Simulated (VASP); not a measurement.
# Hg: single point with PBE+D3(BJ)

Hg:

```
Hg
1.0
     3.30773    0.00000    0.00000
    -1.65386    2.86458    0.00000
     0.00000    0.00000    5.42931
Hg
2
Direct
  0.66667 0.33333 0.75000
  0.33333 0.66667 0.25000
```

| Property | Result |
| --- | --- |
| Program | VASP 6.6.1 |
| Task | single point |
| Functional | PBE |
| Dispersion | D3(BJ) |
| Potentials or basis | VASP PAW PBE potentials, release 64 (Hg) |
| Cutoff | 520 eV |
| k mesh | 18 × 18 × 10 |
| Occupations | gaussian, width 0.15 eV |
| Spin | no spin polarisation |

```yaml
Pressure: 0.2 GPa
Band_gap_on_the_k_mesh: zero (bands 12 and 13 overlap by 1.07 eV)
Dispersion_energy_per_atom: -0.407 eV
```

Stress tensor (GPa, compression positive):
```
 0.39  0.00  0.00
 0.00  0.39  0.00
 0.00  0.00 -0.28
```

Levels at points of the mesh, in eV from the Fermi level:
```
           k point  band 9  band 10  band 11  band 12  band 13  band 14  band 15  band 16
(0.00, 0.00, 0.00)   -6.08    -5.52    -5.52    -1.52    -0.95    12.22    12.22    13.20
(0.50, 0.00, 0.00)   -5.44    -5.37    -2.12    -1.76     2.62     3.13     4.20     7.07
(0.00, 0.00, 0.50)   -5.71    -5.71    -5.71    -5.71     6.41     6.41    13.22    13.22
(0.50, 0.00, 0.50)   -5.40    -5.40    -1.02    -1.02     0.05     0.05     9.08     9.08
```

It took 2.9 min on 1 thread of Intel(R) Xeon(R) 6975P-C (Granite Rapids), on a shared host, peak memory 0.31 GiB.

Caveat: spin-orbit coupling is left out, which moves the levels of the heavy elements.
